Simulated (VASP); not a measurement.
# GaF (F-43m) in VASP: a series of runs

Runs on GaF. Level: PBE. Tasks: single point.

All numbers are computed with VASP 6.6.1; they aren't measurements. Logs are shortened: lines on timing, memory, paths and dates and some standing lists are left out, and cuts for length are marked.

### 1 The cell of the first run

Symmetry: F-43m, No. 216, cubic system. The conventional cell has a = 5.576 Å, b = 5.576 Å, c = 5.576 Å, α = 90.00°, β = 90.00°, γ = 90.00°. Ga (site symmetry -43m) has 4 F at 2.41 Å within 3.2 Å. Within 3.2 Å of F (site symmetry -43m) lie 4 Ga at 2.41 Å.

### 2 Single point, PBE

Input file INCAR:

```
SYSTEM = GaF
PREC = Accurate
ENCUT = 520
EDIFF = 1E-6
ISMEAR = -1
SIGMA = 0.05
LREAL = .FALSE.
LASPH = .TRUE.
NELM = 60
ALGO = Normal
ISIF = 2
LWAVE = .FALSE.
LCHARG = .TRUE.
GGA = PE
LELF = .TRUE.
LVHAR = .TRUE.
NBANDS = 17
```

Input file KPOINTS:

```
regular mesh
0
G
  8 8 8
  0 0 0
```

Input file POSCAR:

```
GaF
1.0
    0.0000000000      2.7881371661      2.7881371661
    2.7881371661      0.0000000000      2.7881371661
    2.7881371661      2.7881371661      0.0000000000
Ga F
1 1
Direct
    0.2500000000      0.2500000000      0.2500000000
    0.0000000000      0.0000000000      0.0000000000
```

Potentials or basis: VASP PAW PBE potentials, release 64 (Ga_d, F).

On the command line:

```sh
cat potpaw_PBE.64/Ga_d/POTCAR potpaw_PBE.64/F/POTCAR > POTCAR
mpirun -np 1 vasp_std > vasp.out
```

OUTCAR:

```text
SYSTEM = GaF
   PREC = Accurate
   ENCUT = 520
   EDIFF = 1E-6
   ISMEAR = -1
   LREAL = .FALSE.
   LASPH = .TRUE.
   NELM = 60
   ISIF = 2
   GGA = PE

 ion  position               nearest neighbor table
   1  0.250  0.250  0.250-
   2  0.000  0.000  0.000-

  LATTYP: Found a face centered cubic cell.
 ALAT       =     5.5762743322

  Lattice vectors:

 A1 = (   0.0000000000,   2.7881371661,   2.7881371661)
 A2 = (   2.7881371661,   0.0000000000,   2.7881371661)
 A3 = (   2.7881371661,   2.7881371661,   0.0000000000)

Analysis of symmetry for initial positions (statically):
=====================================================================
 Subroutine PRICEL returns:
 Original cell was already a primitive cell.

 Routine SETGRP: Setting up the symmetry group for a
 face centered cubic supercell.

 Subroutine GETGRP returns: Found 24 space group operations
 (whereof 24 operations were pure point group operations)
 out of a pool of 48 trial point group operations.

The static configuration has the point symmetry T_d .

Analysis of symmetry for dynamics (positions and initial velocities):
=====================================================================
 Subroutine PRICEL returns:
 Original cell was already a primitive cell.

 Routine SETGRP: Setting up the symmetry group for a
 face centered cubic supercell.

 Subroutine GETGRP returns: Found 24 space group operations
 (whereof 24 operations were pure point group operations)
 out of a pool of 48 trial point group operations.

The dynamic configuration has the point symmetry T_d .

 Subroutine INISYM returns: Found 24 space group operations
 (whereof 24 operations are pure point group operations),
 and found     1 'primitive' translations

----------------------------------------------------------------------------------------

                                     Primitive cell

  volume of cell :      43.3483

  direct lattice vectors                    reciprocal lattice vectors
     0.000000000  2.788137166  2.788137166    -0.179331206  0.179331206  0.179331206
     2.788137166  0.000000000  2.788137166     0.179331206 -0.179331206  0.179331206
     2.788137166  2.788137166  0.000000000     0.179331206  0.179331206 -0.179331206

  length of vectors
     3.943021394  3.943021394  3.943021394     0.310610760  0.310610760  0.310610760

  position of ions in fractional coordinates (direct lattice)
     0.250000000  0.250000000  0.250000000
     0.000000000  0.000000000  0.000000000

  ion indices of the primitive-cell ions
   primitive index   ion index
                 1           1
                 2           2

----------------------------------------------------------------------------------------

 KPOINTS: regular mesh

Automatic generation of k-mesh.
 Grid dimensions read from file:
 generate k-points for:    8    8    8

 Generating k-lattice:

  Cartesian coordinates                     Fractional coordinates (reciprocal lattice)
    -0.022416401  0.022416401  0.022416401     0.125000000  0.000000000  0.000000000
     0.022416401 -0.022416401  0.022416401     0.000000000  0.125000000  0.000000000
     0.022416401  0.022416401 -0.022416401     0.000000000  0.000000000  0.125000000

  Length of vectors
     0.038826345  0.038826345  0.038826345

  Shift w.r.t. Gamma in fractional coordinates (k-lattice)
     0.000000000  0.000000000  0.000000000

 Subroutine IBZKPT returns following result:
 ===========================================

 Found     29 irreducible k-points:

 Following reciprocal coordinates:
            Coordinates               Weight
  0.000000  0.000000  0.000000      1.000000
  0.125000  0.000000  0.000000      8.000000
  0.250000  0.000000  0.000000      8.000000
  0.375000  0.000000  0.000000      8.000000
  0.500000  0.000000  0.000000      4.000000
  0.125000  0.125000  0.000000      6.000000
[... 16 lines left out ...]
  0.500000  0.250000  0.125000     48.000000
 -0.375000  0.250000  0.125000     24.000000
 [... further k-points ...]
   k-points           NKPTS =     29   k-points in BZ     NKDIM =     29   number of bands    NBANDS=     17
   number of dos      NEDOS =    301   number of ions     NIONS =      2
   total plane-waves  NPLWV =  27000
   dimension x,y,z NGX =    30 NGY =   30 NGZ =   30
   dimension x,y,z NGXF=    60 NGYF=   60 NGZF=   60
   ions per type =               1   1
   NGX,Y,Z   is equivalent  to a cutoff of  12.65, 12.65, 12.65 a.u.
   NGXF,Y,Z  is equivalent  to a cutoff of  25.30, 25.30, 25.30 a.u.
 SYSTEM =  GaF
   PREC   = accura    normal or accurate (medium, high low for compatibility)
   ISTART =      0    job   : 0-new  1-cont  2-samecut
   ICHARG =      2    charge: 1-file 2-atom 10-const
   ISPIN  =      1    spin polarized calculation?
   LNONCOLLINEAR =      F non collinear calculations
   LSORBIT =      F    spin-orbit coupling
   LASPH  =      T    aspherical Exc in radial PAW
   ENCUT  =  520.0 eV  38.22 Ry    6.18 a.u.   7.33  7.33  7.33*2*pi/ulx,y,z
   NELM   =     60;   NELMIN=  2; NELMDL= -5     # of ELM steps
   EDIFF  = 0.1E-05   stopping-criterion for ELM
   LREAL  =      F    real-space projection
   EDIFFG = 0.1E-04   stopping-criterion for IOM
   NSW    =      0    number of steps for IOM
   IBRION =     -1    ionic relax: 0-MD 1-quasi-New 2-CG
   NFREE  =      0    steps in history (QN), initial steepest desc. (CG)
   ISIF   =      2    stress and relaxation
   ISYM   =      2    0-nonsym 1-usesym 2-fastsym
   POTIM  = 0.5000    time-step for ionic-motion
   TEBEG  =    0.0;   TEEND  =   0.0 temperature during run
   PSTRESS=    0.0 pullay stress
   NELECT =      20.0000    total number of electrons
   NUPDOWN=      -1.0000    fix difference up-down
   EMIN   =  10.00;   EMAX   =-10.00  energy-range for DOS
   EFERMI =   0.00;   METHOD = LEGACY
   ISMEAR =    -1;   SIGMA  =   0.05  broadening in eV -4-tet -1-fermi 0-gaus
   EFERMI_NEDOS =   21; number of points for ismear=-14 and -15
   IALGO  =     38    algorithm
   IMIX   =      4    mixing-type and parameters
     AMIX     =   0.40;   BMIX     =  1.00
     AMIX_MAG =   1.60;   BMIX_MAG =  1.00
  volume/ion in A,a.u.               =      21.67       146.26
  Fermi-wavevector in a.u.,A,eV,Ry     =   1.265010  2.390523 21.772734  1.600251
  Thomas-Fermi vector in A             =   2.398286
   LORBIT       =      0    0 simple, 1 ext, 2 COOP (PROOUT), +10 PAW based schemes
   GGA     = PE    functional components
   LHFCALC =     F    Hartree Fock is set to
   AEXX    =    0.0000 exact exchange contribution
   IVDW    =     0    specifies the selected vdW correction
   LEPSILON=     F    determine dielectric tensor
   LRPA    =     F    only Hartree local field effects (RPA)
 non-spin polarized calculation
  energy-cutoff  :      520.00
  volume of cell :       43.35
 maximum number of plane-waves:      1211
 NGX is ok and might be reduce to    30
   NGX = 15   NGY = 15   NGZ = 15

 number of electron      20.0000021 magnetization

 Free energy of the ion-electron system (eV)
  ---------------------------------------------------
  ext. energy  EPLUGINS =         0.00000000
  ---------------------------------------------------
  free energy    TOTEN  =        -7.52322542 eV

  energy without entropy =       -7.52322542  energy(sigma->0) =       -7.52322542

 E-fermi :   1.6083     XC(G=0):  -8.2613

 val. band max:        0.5182819861   @ k =  -0.2500   0.5000   0.2500
 cond. band min:       2.5281265032   @ k =   0.5000   0.5000   0.0000
 fundamental gap:      2.0098445171
 Fermi energy:         1.6082656259

 k-point     1 :       0.0000    0.0000    0.0000
  band No.  band energies     occupation
      1     -21.7619      2.00000
      2     -13.0718      2.00000
      3     -13.0718      2.00000
      4     -13.0718      2.00000
      5     -13.0416      2.00000
      6     -13.0416      2.00000
[... 9 lines left out ...]
     16      14.2085      0.00000
     17      14.2085      0.00000

 k-point     2 :       0.1250    0.0000    0.0000
  band No.  band energies     occupation
      1     -21.7537      2.00000
      2     -13.0692      2.00000
      3     -13.0692      2.00000
      4     -13.0648      2.00000
      5     -13.0416      2.00000
      6     -13.0416      2.00000
[... 9 lines left out ...]
     16      13.7839      0.00000
     17      13.7839      0.00000

 k-point     3 :       0.2500    0.0000    0.0000
  band No.  band energies     occupation
      1     -21.7347      2.00000
      2     -13.0647      2.00000
      3     -13.0647      2.00000
      4     -13.0467      2.00000
      5     -13.0397      2.00000
      6     -13.0397      2.00000
[... 9 lines left out ...]
     16      13.2876      0.00000
     17      14.2366      0.00000

 k-point     4 :       0.3750    0.0000    0.0000
  band No.  band energies     occupation
      1     -21.7157      2.00000
      2     -13.0631      2.00000
      3     -13.0631      2.00000
      4     -13.0348      2.00000
      5     -13.0348      2.00000
      6     -13.0269      2.00000
[... 9 lines left out ...]
     16      13.0679      0.00000
     17      14.4165      0.00000

 k-point     5 :       0.5000    0.0000    0.0000
  band No.  band energies     occupation
      1     -21.7080      2.00000
      2     -13.0632      2.00000
      3     -13.0632      2.00000
      4     -13.0321      2.00000
      5     -13.0321      2.00000
      6     -13.0182      2.00000
[... 9 lines left out ...]
     16      13.0212      0.00000
     17      14.2157      0.00000

 k-point     6 :       0.1250    0.1250    0.0000
  band No.  band energies     occupation
      1     -21.7510      2.00000
      2     -13.0665      2.00000
      3     -13.0665      2.00000
      4     -13.0659      2.00000
      5     -13.0435      2.00000
      6     -13.0400      2.00000
[... 9 lines left out ...]
     16      14.8798      0.00000
     17      14.8798      0.00000

 k-point     7 :       0.2500    0.1250    0.0000
  band No.  band energies     occupation
      1     -21.7357      2.00000
      2     -13.0636      2.00000
      3     -13.0610      2.00000
      4     -13.0520      2.00000
      5     -13.0432      2.00000
      6     -13.0378      2.00000
[... 9 lines left out ...]
     16      14.6605      0.00000
     17      14.8602      0.00000

 k-point     8 :       0.3750    0.1250    0.0000
  band No.  band energies     occupation
      1     -21.7170      2.00000
      2     -13.0620      2.00000
      3     -13.0586      2.00000
      4     -13.0428      2.00000
      5     -13.0338      2.00000
      6     -13.0283      2.00000
[... 9 lines left out ...]
     16      14.0606      0.00000
     17      15.0998      0.00000
[... 203 lines left out ...]
      1     -21.6935      2.00000
      2     -13.0584      2.00000
      3     -13.0421      2.00000
      4     -13.0380      2.00000
      5     -13.0315      2.00000
      6     -13.0162      2.00000
[... 9 lines left out ...]
     16      16.9395      0.00000
     17      17.9288      0.00000

 k-point    20 :      -0.3750    0.3750    0.0000
  band No.  band energies     occupation
      1     -21.6922      2.00000
      2     -13.0585      2.00000
      3     -13.0438      2.00000
      4     -13.0405      2.00000
      5     -13.0346      2.00000
      6     -13.0057      2.00000
[... 9 lines left out ...]
     16      15.4187      0.00000
     17      17.4518      0.00000

 k-point    21 :       0.5000    0.5000    0.0000
  band No.  band energies     occupation
      1     -21.6909      2.00000
      2     -13.0602      2.00000
      3     -13.0342      2.00000
      4     -13.0342      2.00000
      5     -13.0308      2.00000
      6     -13.0230      2.00000
[... 9 lines left out ...]
     16      18.7400      0.00000
     17      18.7400      0.00000

 k-point    22 :       0.3750    0.2500    0.1250
  band No.  band energies     occupation
      1     -21.7207      2.00000
      2     -13.0591      2.00000
      3     -13.0570      2.00000
      4     -13.0466      2.00000
      5     -13.0388      2.00000
      6     -13.0309      2.00000
[... 9 lines left out ...]
     16      14.2987      0.00000
     17      15.3802      0.00000

 k-point    23 :       0.5000    0.2500    0.1250
  band No.  band energies     occupation
      1     -21.7055      2.00000
      2     -13.0596      2.00000
      3     -13.0536      2.00000
      4     -13.0424      2.00000
      5     -13.0348      2.00000
      6     -13.0155      2.00000
[... 9 lines left out ...]
     16      14.0045      0.00000
     17      15.9750      0.00000

 k-point    24 :      -0.3750    0.2500    0.1250
  band No.  band energies     occupation
      1     -21.6994      2.00000
      2     -13.0606      2.00000
      3     -13.0528      2.00000
      4     -13.0393      2.00000
      5     -13.0338      2.00000
      6     -13.0081      2.00000
[... 9 lines left out ...]
     16      14.2243      0.00000
     17      16.3089      0.00000

 [... further k-points ...]

------------------------ aborting loop because EDIFF is reached ----------------------------------------

  FORCE on cell =-STRESS in cart. coord.  units (eV):
  Direction    XX          YY          ZZ          XY          YZ          ZX
  --------------------------------------------------------------------------------------
  -------------------------------------------------------------------------------------
  Total        0.4738593      0.4738593      0.4738593      0.0000000      0.0000000     -0.0000000
  in kB       17.5140921     17.5140921     17.5140921      0.0000000      0.0000000     -0.0000000
  external PRESSURE =      17.5140921 kB  Pullay stress =       0.0000000 kB

 VOLUME and BASIS-vectors are now :
 -----------------------------------------------------------------------------
  energy-cutoff  :      520.00
  volume of cell :       43.35
      direct lattice vectors                 reciprocal lattice vectors
     0.000000000  2.788137166  2.788137166    -0.179331206  0.179331206  0.179331206
     2.788137166  0.000000000  2.788137166     0.179331206 -0.179331206  0.179331206
     2.788137166  2.788137166  0.000000000     0.179331206  0.179331206 -0.179331206

 POSITION                                       TOTAL-FORCE (eV/Angst)
 -----------------------------------------------------------------------------------
      1.39407      1.39407      1.39407        -0.000000     -0.000000     -0.000000
      0.00000      0.00000      0.00000         0.000000      0.000000      0.000000
 -----------------------------------------------------------------------------------
    total drift:                                0.000000      0.000000      0.000001

  FREE ENERGIE OF THE ION-ELECTRON SYSTEM (eV)
  ---------------------------------------------------
  free  energy   TOTEN  =        -7.5232254218 eV

  energy  without entropy=       -7.5232254216  energy(sigma->0) =       -7.52322542
```

Run time: 18 s. Hardware: 1 thread of AMD EPYC 7R43 (Zen 3), shared host; peak memory 0.14 GiB.

What came out:

| Quantity | Value |
| --- | --- |
| Free energy | -7.5232 eV |
| Pressure | 1.8 GPa |
| Band gap on the k mesh | 2.01 eV, indirect (least direct gap 2.02 eV) |

A k mesh can miss the band edges. Expect the measured gap to be larger: semilocal functionals such as PBE lack the derivative discontinuity.

### 3 Single point, PBE

This run uses another cell than the first one, of 22.60 Å³/atom, 1.043 times its volume.

Input file INCAR:

```
SYSTEM = GaF
PREC = Accurate ; ENCUT = 520
EDIFF = 1E-6 ; ISMEAR = -1
SIGMA = 0.05 ; LREAL = .FALSE.
LASPH = .TRUE. ; NELM = 80
ALGO = Normal ; ISIF = 2
LWAVE = .FALSE. ; LCHARG = .FALSE.
GGA = PE ; NBANDS = 17
```

Input file KPOINTS:

```
Automatic mesh
0
G
  8 8 8
  0 0 0
```

Input file POSCAR:

```
GaF
1.0
    0.0000000000      2.8271371425      2.8271371425
    2.8271371425      0.0000000000      2.8271371425
    2.8271371425      2.8271371425      0.0000000000
Ga F
1 1
Direct
    0.2500000000      0.2500000000      0.2500000000
    0.0000000000      0.0000000000      0.0000000000
```

Potentials or basis: VASP PAW PBE potentials, release 64 (Ga_d, F).

On the command line:

```sh
cat potpaw_PBE.64/Ga_d/POTCAR potpaw_PBE.64/F/POTCAR > POTCAR
mpirun -np 1 vasp_std > vasp.out
```

Run time: 19 s. Hardware: 1 thread of AMD EPYC 7R43 (Zen 3), shared host; peak memory 0.14 GiB.

The run converged. Its results:

```yaml
Free_energy: -7.5373 eV
Pressure: 0.4 GPa
Band_gap_on_the_k_mesh: 2.19 eV, indirect (least direct gap 2.20 eV)
```

Levels at points of the mesh, in eV from the valence-band top:
```
           k point  band 8  band 9  band 10  band 11  band 12  band 13
(0.00, 0.00, 0.00)   -3.39   -3.39    -3.39     6.55     6.55     6.55
(0.50, 0.00, 0.00)   -3.54   -3.54    -1.07     2.72     6.47     6.47
(0.50, 0.50, 0.00)   -3.81   -3.81    -0.01     2.19     6.13     6.13
```

A k mesh can miss the band edges.

### 4 Single point, PBE

This run uses another cell than the first one, of 23.06 Å³/atom, 1.064 times its volume.

Input file INCAR:

```
SYSTEM = GaF
PREC = Accurate
ENCUT = 520
EDIFF = 1E-6
ISMEAR = -1
SIGMA = 0.03
LREAL = .False.
LASPH = .True.
NELM = 60
ALGO = Normal
ISIF = 2
LWAVE = .False.
LCHARG = .True.
GGA = PE
LELF = .True.
LVHAR = .True.
NBANDS = 17
```

Input file KPOINTS:

```
Automatic mesh
0
Gamma
  5 5 5
  0 0 0
```

Input file POSCAR:

```
GaF
1.0
    0.0000000000      2.8462400000      2.8462400000
    2.8462400000      0.0000000000      2.8462400000
    2.8462400000      2.8462400000      0.0000000000
Ga F
1 1
Direct
    0.2500000000      0.2500000000      0.2500000000
    0.0000000000      0.0000000000      0.0000000000
```

On the command line:

```sh
cat potpaw_PBE.64/Ga_d/POTCAR potpaw_PBE.64/F/POTCAR > POTCAR
mpirun -np 1 vasp_std > vasp.out
```

It took 8.9 s on 1 thread of AMD EPYC 7R13 (Zen 3), shared host; peak memory 0.13 GiB.

Results (log left out):

```
Free energy            : -7.5392 eV
Pressure               : -0.1 GPa
Band gap on the k mesh : 2.72 eV, indirect (least direct gap 2.80 eV)
```

Levels at points of the mesh, in eV from the valence-band top:
```csv
k point,band 7,band 8,band 9,band 10,band 11,band 12,band 13,band 14
"(0.00, 0.00, 0.00)",-3.89,-3.21,-3.21,-3.21,6.57,6.57,6.57,9.99
```

### 5 The runs side by side

```tsv
cell	k mesh	smearing	gap on the mesh (eV)	pressure (GPa)
a = 3.943 Å, angles 60.0°, 2 atoms	8 × 8 × 8	fermi-dirac 0.05 eV	2.01	1.8
a = 3.998 Å, angles 60.0°, 2 atoms	8 × 8 × 8	fermi-dirac 0.05 eV	2.19	0.4
a = 4.025 Å, angles 60.0°, 2 atoms	5 × 5 × 5	fermi-dirac 0.03 eV	2.72	-0.1
```

Alike in all rows: task single point; level PBE; potentials or basis VASP PAW PBE potentials, release 64 (Ga_d, F); no spin polarisation; cutoff (eV) 520.

Total energies depend on the potentials used, so only differences within one code and one set of settings carry meaning.
